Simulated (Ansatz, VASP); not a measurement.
**LiF in VASP and in Ansatz**

```
Li F
1.0
     0.00000    2.13303    2.14461
     2.13303    0.00000    2.14461
     2.13303    2.13303    0.00000
Li F
1 1
Cartesian
  0.0000 0.0000 0.0000
  1.0665 1.0665 1.0723
```

Change from the starting cell: biaxial_xy strain -0.5%.

Alike in both runs: task single point; functional PBE; k mesh 10 × 10 × 10; occupations fermi-dirac, width 0.02 eV; no spin polarisation.

```csv
,VASP,Ansatz
version,VASP 6.6.1,Ansatz 0.2.0
potentials or method,"VASP PAW PBE potentials, release 64 (Li_sv, F)","plane waves, PAW"
plane-wave cutoff (eV),520,420
valence electrons in the cell,10,10
```

|  | VASP | Ansatz | Ansatz less VASP |
| --- | --- | --- | --- |
| gap on the k mesh at the Fermi level (eV) | 7.97 | 7.99 | +0.012 |

Noted on VASP's run: the cutoff is short for stress, so the pressure is rough.
